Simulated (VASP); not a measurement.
# Mn (R-3) in VASP: single point with PBE

Aim: the single point of Mn with PBE.

Program: VASP 6.6.1. These are calculated values, not measurements. Logs are shortened: lines on timing, memory, paths and dates and some standing lists are left out, and cuts for length are marked.

## Step 1: The cell of the first run

Symmetry: R-3, No. 148, trigonal system. Conventional cell: a = 9.633 Å, b = 9.633 Å, c = 2.570 Å, α = 90.00°, β = 90.00°, γ = 120.00°. Within 3.1 Å of Mn (site symmetry 1) lie 11 Mn at 2.33 to 2.79 Å.

## Step 2: Single point, PBE

INCAR

```
SYSTEM = Mn
PREC = Accurate
ENCUT = 520
EDIFF = 1E-7
ISMEAR = 0
SIGMA = 0.1
LREAL = .False.
LASPH = .True.
NELM = 80
ALGO = Fast
ISIF = 2
LWAVE = .False.
LCHARG = .True.
GGA = PE
LVHAR = .True.
NBANDS = 48
KPAR = 4
```

KPOINTS

```
regular mesh
0
Gamma
  15 15 15
  0 0 0
```

POSCAR

```
Mn
1.0
    4.8165766074      2.7808518008      0.8565045041
   -4.8165766074      2.7808518008      0.8565045041
    0.0000000000     -5.5617036017      0.8565045039
Mn
6
Direct
    0.4585675204      0.2268137418      0.0539215995
    0.0539215995      0.4585675204      0.2268137418
    0.2268137418      0.0539215995      0.4585675204
    0.5414324796      0.7731862582      0.9460784005
    0.9460784005      0.5414324796      0.7731862582
    0.7731862582      0.9460784005      0.5414324796
```

Potentials or basis: VASP PAW PBE potentials, release 64 (Mn_pv).

The run is started by

```
$ cat potpaw_PBE.64/Mn_pv/POTCAR > POTCAR
$ mpirun -np 4 vasp_std > vasp.out
```

OUTCAR:

```text
SYSTEM = Mn
   PREC = Accurate
   ENCUT = 520
   EDIFF = 1E-7
   ISMEAR = 0
   LREAL = .False.
   LASPH = .True.
   NELM = 80
   ISIF = 2
   GGA = PE

 ion  position               nearest neighbor table
   1  0.459  0.227  0.054-   5 2.33   6 2.33   6 2.35   5 2.35   2 2.36   3 2.36   4 2.65   3 2.79
                             2 2.79
   2  0.054  0.459  0.227-   4 2.33   6 2.33   6 2.35   4 2.35   1 2.36   3 2.36   5 2.65   3 2.79
                             1 2.79
   3  0.227  0.054  0.459-   4 2.33   5 2.33   5 2.35   4 2.35   2 2.36   1 2.36   6 2.65   1 2.79
                             2 2.79
   4  0.541  0.773  0.946-   2 2.33   3 2.33   3 2.35   2 2.35   5 2.36   6 2.36   1 2.65   6 2.79
                             5 2.79
   5  0.946  0.541  0.773-   1 2.33   3 2.33   3 2.35   1 2.35   4 2.36   6 2.36   2 2.65   6 2.79
                             4 2.79
   6  0.773  0.946  0.541-   1 2.33   2 2.33   2 2.35   1 2.35   5 2.36   4 2.36   3 2.65   4 2.79
                             5 2.79

  LATTYP: Found a trigonal (rhomboedric) cell.
 ALAT       =     5.6272681577
 COS(alpha) =    -0.4652499576

  Lattice vectors:

 A1 = (   4.8165766074,   2.7808518008,   0.8565045041)
 A2 = (  -4.8165766074,   2.7808518008,   0.8565045041)
 A3 = (   0.0000000000,  -5.5617036017,   0.8565045039)

Analysis of symmetry for initial positions (statically):
=====================================================================
 Subroutine PRICEL returns:
 Original cell was already a primitive cell.

 Routine SETGRP: Setting up the symmetry group for a
 trigonal (rhombohedral) supercell.

 Subroutine GETGRP returns: Found  6 space group operations
 (whereof  6 operations were pure point group operations)
 out of a pool of 12 trial point group operations.

The static configuration has the point symmetry S_6 .

Analysis of symmetry for dynamics (positions and initial velocities):
=====================================================================
 Subroutine PRICEL returns:
 Original cell was already a primitive cell.

 Routine SETGRP: Setting up the symmetry group for a
 trigonal (rhombohedral) supercell.

 Subroutine GETGRP returns: Found  6 space group operations
 (whereof  6 operations were pure point group operations)
 out of a pool of 12 trial point group operations.

The dynamic configuration has the point symmetry S_6 .

 Subroutine INISYM returns: Found  6 space group operations
 (whereof  6 operations are pure point group operations),
 and found     1 'primitive' translations

----------------------------------------------------------------------------------------

                                     Primitive cell

  volume of cell :      68.8331

  direct lattice vectors                    reciprocal lattice vectors
     4.816576607  2.780851801  0.856504504     0.103808169  0.059933674  0.389178728
    -4.816576607  2.780851801  0.856504504    -0.103808169  0.059933674  0.389178728
     0.000000000 -5.561703602  0.856504504     0.000000000 -0.119867349  0.389178728

  length of vectors
     5.627268158  5.627268158  5.627268158     0.407220166  0.407220166  0.407220166

  position of ions in fractional coordinates (direct lattice)
     0.458567520  0.226813742  0.053921600
     0.053921600  0.458567520  0.226813742
     0.226813742  0.053921600  0.458567520
     0.541432480  0.773186258  0.946078400
     0.946078400  0.541432480  0.773186258
     0.773186258  0.946078400  0.541432480

  ion indices of the primitive-cell ions
   primitive index   ion index
                 1           1
                 2           2
                 3           3
                 4           4
                 5           5
                 6           6

----------------------------------------------------------------------------------------

 KPOINTS: regular mesh

Automatic generation of k-mesh.
 Grid dimensions read from file:
 generate k-points for:   15   15   15

 Generating k-lattice:

  Cartesian coordinates                     Fractional coordinates (reciprocal lattice)
     0.006920545  0.003995578  0.025945249     0.066666667  0.000000000 -0.000000000
    -0.006920545  0.003995578  0.025945249     0.000000000  0.066666667 -0.000000000
     0.000000000 -0.007991157  0.025945249     0.000000000  0.000000000  0.066666667

  Length of vectors
     0.027148011  0.027148011  0.027148011

  Shift w.r.t. Gamma in fractional coordinates (k-lattice)
     0.000000000  0.000000000  0.000000000

 Subroutine IBZKPT returns following result:
 ===========================================

 Found    568 irreducible k-points:

 Following reciprocal coordinates:
            Coordinates               Weight
  0.000000  0.000000  0.000000      1.000000
  0.066667  0.000000  0.000000      6.000000
  0.133333  0.000000  0.000000      6.000000
  0.200000 -0.000000  0.000000      6.000000
  0.266667  0.000000  0.000000      6.000000
  0.333333 -0.000000  0.000000      6.000000
[... 16 lines left out ...]
  0.466667 -0.000000 -0.066667      6.000000
 -0.400000  0.066667 -0.000000      6.000000
 [... further k-points ...]
   k-points           NKPTS =    568   k-points in BZ     NKDIM =    568   number of bands    NBANDS=     48
   number of dos      NEDOS =    301   number of ions     NIONS =      6
   total plane-waves  NPLWV =  74088
   dimension x,y,z NGX =    42 NGY =   42 NGZ =   42
   dimension x,y,z NGXF=    84 NGYF=   84 NGZF=   84
   ions per type =               6
   NGX,Y,Z   is equivalent  to a cutoff of  12.41, 12.41, 12.41 a.u.
   NGXF,Y,Z  is equivalent  to a cutoff of  24.82, 24.82, 24.82 a.u.
 SYSTEM =  Mn
   PREC   = accura    normal or accurate (medium, high low for compatibility)
   ISTART =      0    job   : 0-new  1-cont  2-samecut
   ICHARG =      2    charge: 1-file 2-atom 10-const
   ISPIN  =      1    spin polarized calculation?
   LNONCOLLINEAR =      F non collinear calculations
   LSORBIT =      F    spin-orbit coupling
   LASPH  =      T    aspherical Exc in radial PAW
   ENCUT  =  520.0 eV  38.22 Ry    6.18 a.u.  10.46 10.46 10.46*2*pi/ulx,y,z
   NELM   =     80;   NELMIN=  2; NELMDL= -5     # of ELM steps
   EDIFF  = 0.1E-06   stopping-criterion for ELM
   LREAL  =      F    real-space projection
   EDIFFG = 0.1E-05   stopping-criterion for IOM
   NSW    =      0    number of steps for IOM
   IBRION =     -1    ionic relax: 0-MD 1-quasi-New 2-CG
   NFREE  =      0    steps in history (QN), initial steepest desc. (CG)
   ISIF   =      2    stress and relaxation
   ISYM   =      2    0-nonsym 1-usesym 2-fastsym
   POTIM  = 0.5000    time-step for ionic-motion
   TEBEG  =    0.0;   TEEND  =   0.0 temperature during run
   PSTRESS=    0.0 pullay stress
   NELECT =      78.0000    total number of electrons
   NUPDOWN=      -1.0000    fix difference up-down
   EMIN   =  10.00;   EMAX   =-10.00  energy-range for DOS
   EFERMI =   0.00;   METHOD = LEGACY
   ISMEAR =     0;   SIGMA  =   0.10  broadening in eV -4-tet -1-fermi 0-gaus
   EFERMI_NEDOS =   21; number of points for ismear=-14 and -15
   IALGO  =     68    algorithm
   IMIX   =      4    mixing-type and parameters
     AMIX     =   0.40;   BMIX     =  1.00
     AMIX_MAG =   1.60;   BMIX_MAG =  1.00
  volume/ion in A,a.u.               =      11.47        77.42
  Fermi-wavevector in a.u.,A,eV,Ry     =   1.706766  3.225320 39.634450  2.913050
  Thomas-Fermi vector in A             =   2.785742
   LORBIT       =      0    0 simple, 1 ext, 2 COOP (PROOUT), +10 PAW based schemes
   GGA     = PE    functional components
   LHFCALC =     F    Hartree Fock is set to
   AEXX    =    0.0000 exact exchange contribution
   IVDW    =     0    specifies the selected vdW correction
   LEPSILON=     F    determine dielectric tensor
   LRPA    =     F    only Hartree local field effects (RPA)
 non-spin polarized calculation
 RMM-DIIS sequential band-by-band and
 Gauss-broadening in eV      SIGMA  =   0.10
  energy-cutoff  :      520.00
  volume of cell :       68.83
 maximum number of plane-waves:      1877
 NGX is ok and might be reduce to    42
   NGX = 21   NGY = 21   NGZ = 21

 number of electron      78.0000029 magnetization

 Free energy of the ion-electron system (eV)
  ---------------------------------------------------
  ext. energy  EPLUGINS =         0.00000000
  ---------------------------------------------------
  free energy    TOTEN  =       -51.78706557 eV

  energy without entropy =      -51.74109670  energy(sigma->0) =      -51.76408113

 E-fermi :   9.7085     XC(G=0): -13.5294

 val. band max:        9.7077295788   @ k =   0.3333   0.3333   0.1333
 cond. band min:       9.7090033810   @ k =  -0.4000   0.4000   0.3333
 fundamental gap:      0.0012738022
 Fermi energy:         9.7085102358

 k-point     1 :       0.0000    0.0000    0.0000
  band No.  band energies     occupation
      1     -38.7486      2.00000
      2     -38.5904      2.00000
      3     -38.5904      2.00000
      4     -38.5903      2.00000
      5     -38.5005      2.00000
      6     -38.5005      2.00000
[... 40 lines left out ...]
     47      10.8060      0.00000
     48      11.2896      0.00000

 k-point     2 :       0.0667    0.0000    0.0000
  band No.  band energies     occupation
      1     -38.7408      2.00000
      2     -38.6087      2.00000
      3     -38.6008      2.00000
      4     -38.5745      2.00000
      5     -38.5062      2.00000
      6     -38.4918      2.00000
[... 40 lines left out ...]
     47      10.8774      0.00000
     48      11.3813      0.00000

 k-point     3 :       0.1333    0.0000    0.0000
  band No.  band energies     occupation
      1     -38.7182      2.00000
      2     -38.6297      2.00000
      3     -38.6187      2.00000
      4     -38.5697      2.00000
      5     -38.5231      2.00000
      6     -38.4797      2.00000
[... 1060 lines left out ...]
     47      11.2149      0.00000
     48      11.4628      0.00000

 k-point    24 :      -0.4000    0.0667   -0.0000
  band No.  band energies     occupation
      1     -38.6843      2.00000
      2     -38.6733      2.00000
      3     -38.6434      2.00000
      4     -38.6229      2.00000
      5     -38.5658      2.00000
      6     -38.5288      2.00000
[... 40 lines left out ...]
     47      11.1032      0.00000
     48      11.2601      0.00000

 [... further k-points ...]

------------------------ aborting loop because EDIFF is reached ----------------------------------------

  FORCE on cell =-STRESS in cart. coord.  units (eV):
  Direction    XX          YY          ZZ          XY          YZ          ZX
  --------------------------------------------------------------------------------------
  -------------------------------------------------------------------------------------
  Total       -0.0425169     -0.0425169      0.0208968      0.0000002     -0.0000000     -0.0000000
  in kB       -0.9896345     -0.9896345      0.4863989      0.0000042     -0.0000000     -0.0000000
  external PRESSURE =      -0.4976234 kB  Pullay stress =       0.0000000 kB

 VOLUME and BASIS-vectors are now :
 -----------------------------------------------------------------------------
  energy-cutoff  :      520.00
  volume of cell :       68.83
      direct lattice vectors                 reciprocal lattice vectors
     4.816576607  2.780851801  0.856504504     0.103808169  0.059933674  0.389178728
    -4.816576607  2.780851801  0.856504504    -0.103808169  0.059933674  0.389178728
     0.000000000 -5.561703602  0.856504504     0.000000000 -0.119867349  0.389178728

 POSITION                                       TOTAL-FORCE (eV/Angst)
 -----------------------------------------------------------------------------------
      1.11626      1.60605      0.63322         0.001661     -0.001418      0.001665
     -1.94901      0.16369      0.63322         0.000397      0.002148      0.001665
      0.83275     -1.76973      0.63322        -0.002058     -0.000730      0.001665
     -1.11626     -1.60605      1.93630        -0.001661      0.001418     -0.001665
      1.94901     -0.16369      1.93630        -0.000397     -0.002148     -0.001665
     -0.83275      1.76973      1.93630         0.002058      0.000730     -0.001665
 -----------------------------------------------------------------------------------
    total drift:                                0.000000      0.000000     -0.000000

  FREE ENERGIE OF THE ION-ELECTRON SYSTEM (eV)
  ---------------------------------------------------
  free  energy   TOTEN  =       -51.7870655718 eV

  energy  without entropy=      -51.7410966969  energy(sigma->0) =      -51.76408113
```

Wall time 30 min (4 MPI ranks of Oxide Virtual Turin-like, shared host); peak memory 1.2 GiB.

What came out:

```
Free energy            : -51.7871 eV
Pressure               : 0.0 GPa
Band gap on the k mesh : zero (bands 39 and 40 overlap by 0.93 eV)
```

Forces in eV/Å, atoms in the order of the input:
```
Mn   0.002 -0.001  0.002
Mn   0.000  0.002  0.002
Mn  -0.002 -0.001  0.002
Mn  -0.002  0.001 -0.002
Mn   0.000 -0.002 -0.002
Mn   0.002  0.001 -0.002
```

Levels at points of the mesh, in eV from the Fermi level:
```
           k point  band 36  band 37  band 38  band 39  band 40  band 41  band 42  band 43
(0.00, 0.00, 0.00)    -0.53    -0.52    -0.52    -0.48    -0.36    -0.21     0.23     0.23
```

Caveat: the run has no spin polarisation, though such a crystal can be magnetic.
